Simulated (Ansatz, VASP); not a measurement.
**BH3 in VASP and in Ansatz**

```
B H
1.0
     4.24535    0.00000    0.02938
     0.00000    6.19492    0.00000
    -2.73254    0.00000    5.38395
B H
4 12
Direct
  0.64592 0.54321 0.64800
  0.35408 0.04321 0.85200
  0.35408 0.45679 0.35200
  0.64592 0.95679 0.14800
  0.59756 0.49120 0.82006
  0.40244 0.99120 0.67994
  0.40244 0.50880 0.17994
  0.59756 0.00880 0.32006
  0.35591 0.62955 0.47847
  0.64409 0.12955 0.02153
  0.64409 0.37045 0.52153
  0.35591 0.87045 0.97847
  0.88895 0.65340 0.67303
  0.11105 0.15340 0.82697
  0.11105 0.34660 0.32697
  0.88895 0.84660 0.17303
```

Alike in both runs: functional r2SCAN; dispersion D3(BJ); k mesh 6 × 4 × 4; occupations gaussian, width 0.1 eV; no spin polarisation.

Ansatz relaxed the structure, and its values are those at the end. VASP's run is a single point on that final structure, the one shown.

|  | VASP | Ansatz |
| --- | --- | --- |
| version | VASP 6.6.1 | Ansatz 0.2.0 |
| potentials or method | VASP PAW PBE potentials, release 64 (B, H), cutoff 520 eV | scalar-relativistic, plane waves, PAW |
| valence electrons in the cell | 24 | 24 |

```tsv
	VASP	Ansatz	Ansatz less VASP
gap on the k mesh at the Fermi level (eV)	5.87	5.84	-0.032
least direct gap on the mesh (eV)	5.98	5.94	-0.033
pressure (GPa)	-0.3	-0.2	+0.11
rms of the force components (eV/Å)	0.015	0.013	-0.0019
```

VASP's potentials were made for PBE, not for r2SCAN. Ansatz's warnings: dispersion damping borrowed.
